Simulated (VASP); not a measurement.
# SrO (I4/mmm) in VASP: a series of runs

The runs below take SrO through single point, with PBE.

All numbers are computed with VASP 6.6.1; they aren't measurements. Logs are shortened: lines on timing, memory, paths and dates and some standing lists are left out, and cuts for length are marked.

**1. The cell of the first run**

It takes space group I4/mmm (No. 139, tetragonal). The conventional cell has a = 3.175 Å, b = 3.175 Å, c = 6.735 Å, α = 90.00°, β = 90.00°, γ = 90.00°. Within 3.0 Å of Sr (site symmetry 4/mmm) lie 4 O at 2.24 Å. Within 3.0 Å of O (site symmetry 4/mmm) lie 4 Sr at 2.24 Å.

**2. Single point, PBE**

INCAR

```
SYSTEM = SrO
PREC = Accurate
ENCUT = 520
EDIFF = 1E-6
ISMEAR = 0
SIGMA = 0.05
LREAL = .False.
LASPH = .True.
NELM = 80
ALGO = Normal
ISIF = 2
LWAVE = .False.
LCHARG = .False.
GGA = PE
NBANDS = 15
```

KPOINTS

```
Automatic mesh
0
Gamma
  8 8 8
  0 0 0
```

POSCAR

```
SrO
1.0
    0.0000000000      2.2449270783      3.3673906174
    2.2449270783      0.0000000000      3.3673906174
    2.2449270783      2.2449270783      0.0000000000
Sr O
1 1
Direct
    0.0000000000      0.0000000000      0.0000000000
    0.5000000000      0.5000000000      0.5000000000
```

Potentials or basis: VASP PAW PBE potentials, release 64 (Sr_sv, O).

On the command line:

```bash
cat potpaw_PBE.64/Sr_sv/POTCAR potpaw_PBE.64/O/POTCAR > POTCAR
mpirun -np 1 vasp_std > vasp.out
```

OUTCAR:

```text
SYSTEM = SrO
   PREC = Accurate
   ENCUT = 520
   EDIFF = 1E-6
   ISMEAR = 0
   LREAL = .False.
   LASPH = .True.
   NELM = 80
   ISIF = 2
   GGA = PE

 ion  position               nearest neighbor table
   1  0.000  0.000  0.000-   2 2.24   2 2.24   2 2.24   2 2.24   2 3.37   2 3.37
   2  0.500  0.500  0.500-   1 2.24   1 2.24   1 2.24   1 2.24   1 3.37   1 3.37

  LATTYP: Found a body centered tetragonal cell.
 ALAT       =     3.1748063207
 C/A-ratio  =     2.1213203435

  Lattice vectors:

 A1 = (  -2.2449270783,   0.0000000000,   3.3673906174)
 A2 = (   2.2449270783,   0.0000000000,   3.3673906174)
 A3 = (   0.0000000000,   2.2449270783,  -3.3673906174)

Analysis of symmetry for initial positions (statically):
=====================================================================
 Subroutine PRICEL returns:
 Original cell was already a primitive cell.

 Routine SETGRP: Setting up the symmetry group for a
 body centered tetragonal supercell.

 Subroutine GETGRP returns: Found 16 space group operations
 (whereof 16 operations were pure point group operations)
 out of a pool of 16 trial point group operations.

The static configuration has the point symmetry D_4h.

Analysis of symmetry for dynamics (positions and initial velocities):
=====================================================================
 Subroutine PRICEL returns:
 Original cell was already a primitive cell.

 Routine SETGRP: Setting up the symmetry group for a
 body centered tetragonal supercell.

 Subroutine GETGRP returns: Found 16 space group operations
 (whereof 16 operations were pure point group operations)
 out of a pool of 16 trial point group operations.

The dynamic configuration has the point symmetry D_4h.

 Subroutine INISYM returns: Found 16 space group operations
 (whereof 16 operations are pure point group operations),
 and found     1 'primitive' translations

----------------------------------------------------------------------------------------

                                     Primitive cell

  volume of cell :      33.9413

  direct lattice vectors                    reciprocal lattice vectors
     0.000000000  2.244927078  3.367390617    -0.222724384  0.222724384  0.148482922
     2.244927078  0.000000000  3.367390617     0.222724384 -0.222724384  0.148482922
     2.244927078  2.244927078  0.000000000     0.222724384  0.222724384 -0.148482922

  length of vectors
     4.047099845  4.047099845  3.174806321     0.348223320  0.348223320  0.348223320

  position of ions in fractional coordinates (direct lattice)
     0.000000000  0.000000000  0.000000000
     0.500000000  0.500000000  0.500000000

  ion indices of the primitive-cell ions
   primitive index   ion index
                 1           1
                 2           2

----------------------------------------------------------------------------------------

 KPOINTS: Automatic mesh

Automatic generation of k-mesh.
 Grid dimensions read from file:
 generate k-points for:    8    8    8

 Generating k-lattice:

  Cartesian coordinates                     Fractional coordinates (reciprocal lattice)
    -0.027840548  0.027840548  0.018560365     0.125000000  0.000000000  0.000000000
     0.027840548 -0.027840548  0.018560365     0.000000000  0.125000000  0.000000000
     0.027840548  0.027840548 -0.018560365    -0.000000000 -0.000000000  0.125000000

  Length of vectors
     0.043527915  0.043527915  0.043527915

  Shift w.r.t. Gamma in fractional coordinates (k-lattice)
     0.000000000  0.000000000  0.000000000

 Subroutine IBZKPT returns following result:
 ===========================================

 Found     59 irreducible k-points:

 Following reciprocal coordinates:
            Coordinates               Weight
  0.000000  0.000000  0.000000      1.000000
  0.125000  0.000000  0.000000      8.000000
  0.250000  0.000000  0.000000      8.000000
  0.375000  0.000000  0.000000      8.000000
  0.500000  0.000000  0.000000      4.000000
  0.125000  0.125000  0.000000      2.000000
[... 16 lines left out ...]
  0.250000  0.000000  0.125000     16.000000
  0.375000 -0.000000  0.125000     16.000000
 [... further k-points ...]
   k-points           NKPTS =     59   k-points in BZ     NKDIM =     59   number of bands    NBANDS=     15
   number of dos      NEDOS =    301   number of ions     NIONS =      2
   total plane-waves  NPLWV =  21600
   dimension x,y,z NGX =    30 NGY =   30 NGZ =   24
   dimension x,y,z NGXF=    60 NGYF=   60 NGZF=   48
   ions per type =               1   1
   NGX,Y,Z   is equivalent  to a cutoff of  12.32, 12.32, 12.57 a.u.
   NGXF,Y,Z  is equivalent  to a cutoff of  24.65, 24.65, 25.13 a.u.
 SYSTEM =  SrO
   PREC   = accura    normal or accurate (medium, high low for compatibility)
   ISTART =      0    job   : 0-new  1-cont  2-samecut
   ICHARG =      2    charge: 1-file 2-atom 10-const
   ISPIN  =      1    spin polarized calculation?
   LNONCOLLINEAR =      F non collinear calculations
   LSORBIT =      F    spin-orbit coupling
   LASPH  =      T    aspherical Exc in radial PAW
   ENCUT  =  520.0 eV  38.22 Ry    6.18 a.u.   7.52  7.52  5.90*2*pi/ulx,y,z
   NELM   =     80;   NELMIN=  2; NELMDL= -5     # of ELM steps
   EDIFF  = 0.1E-05   stopping-criterion for ELM
   LREAL  =      F    real-space projection
   EDIFFG = 0.1E-04   stopping-criterion for IOM
   NSW    =      0    number of steps for IOM
   IBRION =     -1    ionic relax: 0-MD 1-quasi-New 2-CG
   NFREE  =      0    steps in history (QN), initial steepest desc. (CG)
   ISIF   =      2    stress and relaxation
   ISYM   =      2    0-nonsym 1-usesym 2-fastsym
   POTIM  = 0.5000    time-step for ionic-motion
   TEBEG  =    0.0;   TEEND  =   0.0 temperature during run
   PSTRESS=    0.0 pullay stress
   NELECT =      16.0000    total number of electrons
   NUPDOWN=      -1.0000    fix difference up-down
   EMIN   =  10.00;   EMAX   =-10.00  energy-range for DOS
   EFERMI =   0.00;   METHOD = LEGACY
   ISMEAR =     0;   SIGMA  =   0.05  broadening in eV -4-tet -1-fermi 0-gaus
   EFERMI_NEDOS =   21; number of points for ismear=-14 and -15
   IALGO  =     38    algorithm
   IMIX   =      4    mixing-type and parameters
     AMIX     =   0.40;   BMIX     =  1.00
     AMIX_MAG =   1.60;   BMIX_MAG =  1.00
  volume/ion in A,a.u.               =      16.97       114.52
  Fermi-wavevector in a.u.,A,eV,Ry     =   1.274106  2.407711 22.086959  1.623346
  Thomas-Fermi vector in A             =   2.406892
   LORBIT       =      0    0 simple, 1 ext, 2 COOP (PROOUT), +10 PAW based schemes
   GGA     = PE    functional components
   LHFCALC =     F    Hartree Fock is set to
   AEXX    =    0.0000 exact exchange contribution
   IVDW    =     0    specifies the selected vdW correction
   LEPSILON=     F    determine dielectric tensor
   LRPA    =     F    only Hartree local field effects (RPA)
 non-spin polarized calculation
 Gauss-broadening in eV      SIGMA  =   0.05
  energy-cutoff  :      520.00
  volume of cell :       33.94
 maximum number of plane-waves:       940
   NGX = 15   NGY = 15   NGZ = 11

 number of electron      16.0000002 magnetization

 Free energy of the ion-electron system (eV)
  ---------------------------------------------------
  ext. energy  EPLUGINS =         0.00000000
  ---------------------------------------------------
  free energy    TOTEN  =       -10.51210853 eV

  energy without entropy =      -10.51210853  energy(sigma->0) =      -10.51210853

 E-fermi :   2.9975     XC(G=0):  -9.7438

 val. band max:        2.6985302673   @ k =   0.5000   0.0000   0.5000
 cond. band min:       3.5813717446   @ k =   0.0000   0.0000   0.0000
 fundamental gap:      0.8828414773
 Fermi energy:         2.9975018404

 k-point     1 :       0.0000    0.0000    0.0000
  band No.  band energies     occupation
      1     -30.2042      2.00000
      2     -13.5827      2.00000
      3     -12.3236      2.00000
      4     -11.6705      2.00000
      5     -11.6705      2.00000
      6       1.1758      2.00000
      7       2.2963      2.00000
      8       2.2963      2.00000
      9       3.5814      0.00000
     10       6.5191      0.00000
     11       9.9600      0.00000
     12       9.9600      0.00000
     13      11.7461      0.00000
     14      12.9188      0.00000
     15      15.8132      0.00000

 k-point     2 :       0.1250    0.0000    0.0000
  band No.  band energies     occupation
      1     -30.1660      2.00000
      2     -14.1665      2.00000
      3     -12.3258      2.00000
      4     -11.6197      2.00000
      5     -11.1319      2.00000
      6       0.9451      2.00000
      7       1.7782      2.00000
      8       1.8944      2.00000
      9       4.0739      0.00000
     10       7.1023      0.00000
     11       9.5547      0.00000
     12      10.1852      0.00000
     13      12.2892      0.00000
     14      13.5600      0.00000
     15      16.8397      0.00000

 k-point     3 :       0.2500    0.0000    0.0000
  band No.  band energies     occupation
      1     -30.0718      2.00000
      2     -15.0908      2.00000
      3     -12.3322      2.00000
      4     -11.4924      2.00000
      5     -10.2969      2.00000
      6       0.4046      2.00000
      7       0.8185      2.00000
      8       1.0395      2.00000
      9       5.2510      0.00000
     10       8.4543      0.00000
     11       9.2719      0.00000
     12      10.8031      0.00000
     13      13.3463      0.00000
     14      15.0442      0.00000
     15      16.9450      0.00000
[... 343 lines left out ...]
 k-point    23 :       0.2500    0.0000    0.1250
  band No.  band energies     occupation
      1     -30.0434      2.00000
      2     -15.0706      2.00000
      3     -12.2719      2.00000
      4     -11.9216      2.00000
      5     -10.1068      2.00000
      6       0.1657      2.00000
      7       0.6514      2.00000
      8       1.7954      2.00000
      9       4.9248      0.00000
     10       8.0460      0.00000
     11       9.2365      0.00000
     12      11.0485      0.00000
     13      13.1350      0.00000
     14      15.4865      0.00000
     15      17.4065      0.00000

 k-point    24 :       0.3750   -0.0000    0.1250
  band No.  band energies     occupation
      1     -29.9487      2.00000
      2     -15.6479      2.00000
      3     -12.2811      2.00000
      4     -11.7287      2.00000
      5      -9.8932      2.00000
      6      -0.1623      2.00000
      7       0.2681      2.00000
      8       1.0036      2.00000
      9       6.3491      0.00000
     10       7.9934      0.00000
     11      11.1339      0.00000
     12      11.3877      0.00000
     13      13.4536      0.00000
     14      15.8676      0.00000
     15      16.8149      0.00000

 [... further k-points ...]
[... 5 lines left out ...]
  --------------------------------------------------------------------------------------
  -------------------------------------------------------------------------------------
  Total       11.4007234     11.4007234     -0.9842914      0.0000000      0.0000000      0.0000000
  in kB      538.1644696    538.1644696    -46.4628971      0.0000000      0.0000000      0.0000000
  external PRESSURE =     343.2886807 kB  Pullay stress =       0.0000000 kB

 VOLUME and BASIS-vectors are now :
 -----------------------------------------------------------------------------
  energy-cutoff  :      520.00
  volume of cell :       33.94
      direct lattice vectors                 reciprocal lattice vectors
     0.000000000  2.244927078  3.367390617    -0.222724384  0.222724384  0.148482922
     2.244927078  0.000000000  3.367390617     0.222724384 -0.222724384  0.148482922
     2.244927078  2.244927078  0.000000000     0.222724384  0.222724384 -0.148482922

 POSITION                                       TOTAL-FORCE (eV/Angst)
 -----------------------------------------------------------------------------------
      0.00000      0.00000      0.00000         0.000000      0.000000     -0.000000
      2.24493      2.24493      3.36739         0.000000      0.000000      0.000000
 -----------------------------------------------------------------------------------
    total drift:                                0.000000      0.000000      0.000000

  FREE ENERGIE OF THE ION-ELECTRON SYSTEM (eV)
  ---------------------------------------------------
  free  energy   TOTEN  =       -10.5121085253 eV

  energy  without entropy=      -10.5121085253  energy(sigma->0) =      -10.51210853
```

It took 37 s on 1 thread of Intel Xeon Platinum 8488C (Sapphire Rapids), shared host; peak memory 0.17 GiB.

Results:

```yaml
Free_energy: -10.5121 eV
Pressure: 34.3 GPa
Band_gap_on_the_k_mesh: 0.88 eV, indirect (least direct gap 1.29 eV)
```

Stress tensor (GPa, compression positive):
```
53.82  0.00  0.00
 0.00 53.82  0.00
 0.00  0.00 -4.65
```

Levels at points of the mesh, in eV from the valence-band top:
| k point | band 6 | band 7 | band 8 | band 9 | band 10 | band 11 |
| --- | --- | --- | --- | --- | --- | --- |
| (0.00, 0.00, 0.00) | -1.52 | -0.40 | -0.40 | 0.88 | 3.82 | 7.26 |
| (0.50, 0.00, 0.00) | -3.29 | -2.73 | -2.69 | 4.96 | 6.42 | 8.90 |
| (0.50, 0.50, 0.00) | -2.24 | -0.41 | -0.41 | 3.10 | 6.69 | 8.44 |
| (0.50, 0.00, 0.50) | -1.70 | -0.08 | 0.00 | 2.66 | 6.39 | 6.85 |

 A k mesh can miss the band edges.

**3. Single point, PBE**

This run uses another cell than the first one, of the same volume but with other edges.

INCAR

```
  PREC = Accurate
  ENCUT = 520
  EDIFF = 1E-6
  ISMEAR = 0
  SIGMA = 0.05
  LREAL = F
  LASPH = T
  NELM = 100
  ALGO = Normal
  ISIF = 2
  LWAVE = F
  LCHARG = F
  GGA = PE
  NBANDS = 15
```

KPOINTS

```
Automatic mesh
0
Gamma
  8 8 8
```

POSCAR

```
SrO
1.0
    0.0000000000      2.6050071147      2.5008068301
    2.6050071147      0.0000000000      2.5008068301
    2.6050071147      2.6050071147      0.0000000000
Sr O
1 1
Direct
    0.0000000000      0.0000000000      0.0000000000
    0.5000000000      0.5000000000      0.5000000000
```

Potentials or basis: VASP PAW PBE potentials, release 64 (Sr_sv, O).

On the command line:

```bash
cat potpaw_PBE.64/Sr_sv/POTCAR potpaw_PBE.64/O/POTCAR > POTCAR
mpirun -np 1 vasp_std > vasp.out
```

Wall time 37 s (1 thread of Intel Xeon Platinum 8488C (Sapphire Rapids), shared host); peak memory 0.17 GiB.

The run converged. Its results:

- Free energy: -12.0225 eV
- Pressure: 3.9 GPa
- Band gap on the k mesh: 3.06 eV, indirect (least direct gap 3.28 eV)

Stress tensor (GPa, compression positive):
```
1.78 0.00 0.00
0.00 1.78 0.00
0.00 0.00 8.11
```

Levels at points of the mesh, in eV from the valence-band top:
```csv
k point,band 5,band 6,band 7,band 8,band 9,band 10,band 11,band 12
"(0.00, 0.00, 0.00)",-14.11,-0.16,-0.16,0.00,3.84,6.01,6.01,6.32
"(0.50, 0.00, 0.00)",-12.90,-2.28,-1.26,-1.25,6.44,8.35,8.72,8.80
"(0.50, 0.50, 0.00)",-14.54,-0.36,-0.25,-0.25,3.06,7.74,10.06,10.39
"(0.50, 0.00, 0.50)",-14.44,-0.62,-0.26,-0.07,3.22,7.67,10.12,10.21
```

 A k mesh can miss the band edges.
